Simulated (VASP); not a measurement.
Wanted: the native input for a VASP 6.6.1 run.

```yaml
Task: single point
Functional: PBE
Potentials_or_basis: VASP PAW PBE potentials, release 64 (Ge_d, C, Ag, Se)
Cutoff: 520 eV
k_mesh: 4 × 4 × 4
Occupations: fermi-dirac, width 0.1 eV
Spin: no spin polarisation
Hubbard_terms: Ag d U = 3.0 eV
Dipole_correction: no
Further_INCAR_settings: ALGO = Normal; EDIFF = 1e-06; NBANDS = 42
```

The structure of Ag2GeCSe4 lies in POSCAR:

```
Ag2GeCSe4
1.0
   -3.4550591119      3.9096054574      3.3186796467
    3.4550591119     -3.9096054574      3.3186796467
    3.4550591119      3.9096054574     -3.3186796467
Ge C Ag Se
1 1 2 4
Direct
    0.5000000000      0.5000000000      0.0000000000
    0.0000000000      0.0000000000      0.0000000000
    0.7694194657      0.2694194657      0.5000000000
    0.2305805343      0.7305805343      0.5000000000
    0.9837349341      0.9952705827      0.3195856494
    0.6756849333      0.6641492847      0.6804143506
    0.0162650659      0.3358507153      0.0115356486
    0.3243150667      0.0047294173      0.9884643514
```

These files were run (other wordings do the same):

INCAR

```
SYSTEM = Ag2GeCSe4
ALGO = Normal
EDIFF = 1E-6
ENCUT = 520
GGA = PE
ISIF = 2
ISMEAR = -1
LASPH = .True.
LCHARG = .False.
LDAU = .True.
LDAUJ = 0 0 0 0
LDAUL = -1 -1 2 -1
LDAUPRINT = 1
LDAUTYPE = 2
LDAUU = 0 0 3 0
LMAXMIX = 4
LREAL = .False.
LWAVE = .False.
NBANDS = 42
NELM = 150
PREC = Accurate
SIGMA = 0.1
```

KPOINTS

```
k-points
0
Gamma
  4 4 4
  0 0 0
```

Potentials or basis: VASP PAW PBE potentials, release 64 (Ge_d, C, Ag, Se).

Command:

```console
$ cat potpaw_PBE.64/Ge_d/POTCAR potpaw_PBE.64/C/POTCAR potpaw_PBE.64/Ag/POTCAR potpaw_PBE.64/Se/POTCAR > POTCAR
$ mpirun -np 1 vasp_std > vasp.out
```

It gave:

```json
{"Pressure": "-0.2 GPa", "Largest force": "0.077 eV/Å", "Band gap on the k mesh": "0.43 eV, indirect (least direct gap 1.04 eV)"}
```

It took 2.6 min on 1 thread of Intel Xeon 6975P-C, on a shared host, peak memory 0.41 GiB.
